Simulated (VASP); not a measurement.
A run of VASP 6.6.1:

File INCAR:

```
PREC = Accurate
ENCUT = 600
EDIFF = 1E-6
ISMEAR = -1
SIGMA = 0.05
LREAL = F
LASPH = T
NELM = 60
ALGO = Normal
ISIF = 3
LWAVE = F
LCHARG = F
GGA = RE
IBRION = 2
NSW = 60
EDIFFG = -0.01
```

The input KPOINTS:

```
regular mesh
0
Gamma
  3 6 6
```

File POSCAR:

```
SnSe
1.0
   11.4200000000      0.0000000000      0.0000000000
    0.0000000000      4.1900000000      0.0000000000
    0.0000000000      0.0000000000      4.4600000000
Sn Se
4 4
Direct
    0.8770000000      0.7500000000      0.9090000000
    0.6230000000      0.2500000000      0.4090000000
    0.3770000000      0.7500000000      0.5910000000
    0.1230000000      0.2500000000      0.0910000000
    0.6430000000      0.7500000000      0.9840000000
    0.8570000000      0.2500000000      0.4840000000
    0.1430000000      0.7500000000      0.5160000000
    0.3570000000      0.2500000000      0.0160000000
```

Potentials or basis: VASP PAW PBE potentials, release 64 (Sn_d, Se).

The run is started by

```console
$ cat potpaw_PBE.64/Sn_d/POTCAR potpaw_PBE.64/Se/POTCAR > POTCAR
$ mpirun -np 1 vasp_std > vasp.out
```

Hardware: 1 thread of Intel(R) Xeon(R) 6975P-C (Granite Rapids) (shared host).

Task: Estimate the wall time of this run.

Result: Wall time 73 min on 1 thread of Intel(R) Xeon(R) 6975P-C (Granite Rapids), on a shared host, peak memory 0.58 GiB. Counts: scf iterations 275, k points 32, ion steps 38.
